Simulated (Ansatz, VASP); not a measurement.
This is a calculation of Ti3Se for Ansatz 0.2.0.

The input input.yaml:

```yaml
crystal:
  lattice:
    - [3.1974455988, 0.0, 0.0]
    - [-1.5987227994, 2.7690691158, 0.0]
    - [0.0, 0.0, 7.942745]
  atoms:
    - { symbol: Se, position: [-0.001154, 0.006475, 0.003635] }
    - { symbol: Ti, position: [0.648699, 0.335562, 0.496474] }
    - { symbol: Ti, position: [0.339874, 0.682777, 0.778492] }
    - { symbol: Ti, position: [0.330227, 0.675262, 0.223728] }
kpoints:
  mp_grid: { grid: [10, 10, 4] }
scf:
  occupations: { method: fermi_dirac, width: 0.05 }
hamiltonian:
  xc: pbesol
  pseudopotentials: { kind: all_electron, lapw: { basis_error: 0.001 } }
output:
  forces: true
  stress: true
  eigenvalues: true
  populations: true
```

Potentials or basis: all-electron LAPW, scalar-relativistic.

Command:

```bash
$ ansatz run input.yaml --threads 2 --pin off --max-ram 8192MiB --backend cpu --events-out ev --progress --plain --runs-dir out
```

Problem. Set up the same calculation for VASP 6.6.1. Potentials there: VASP PAW PBE potentials, release 64 (Se, Ti_sv).

Solution. As run (the cutoff follows the program's own potentials):

Contents of INCAR:

```
PREC = Accurate
ENCUT = 520
EDIFF = 1E-6
ISMEAR = -1
SIGMA = 0.05
LREAL = False
LASPH = True
NELM = 80
ALGO = Normal
ISIF = 2
LWAVE = False
LCHARG = False
GGA = PS
NBANDS = 29
```

KPOINTS

```
regular mesh
0
Gamma
  10 10 4
```

File POSCAR:

```
Ti3Se
1.0
    3.1974455988      0.0000000000      0.0000000000
   -1.5987227994      2.7690691158      0.0000000000
    0.0000000000      0.0000000000      7.9427450000
Se Ti
1 3
Direct
   -0.0011540000      0.0064750000      0.0036350000
    0.6486990000      0.3355620000      0.4964740000
    0.3398740000      0.6827770000      0.7784920000
    0.3302270000      0.6752620000      0.2237280000
```

Potentials or basis: VASP PAW PBE potentials, release 64 (Se, Ti_sv).

The run is started by

```console
$ cat potpaw_PBE.64/Se/POTCAR potpaw_PBE.64/Ti_sv/POTCAR > POTCAR
$ mpirun -np 1 vasp_std > vasp.out
```

Both were run:

|  | VASP | Ansatz | Ansatz less VASP |
| --- | --- | --- | --- |
| gap on the k mesh at the Fermi level (eV) | none | none | - |
| pressure (GPa) | -3.8 | -3.9 | -0.09 |
| traceless stress, the component that is largest in VASP (GPa) | -0.44 | -0.44 | -0.002 |
| rms of the force components (eV/Å) | 0.186 | 0.179 | -0.0075 |

VASP's potentials were made for PBE, not for PBEsol. Atom by atom the forces differ by 0.011 eV/Å (rms over components). A gap of «none» marks a metal or a gap that the smearing closes. Ansatz ran all-electron here, and VASP with PAW potentials.
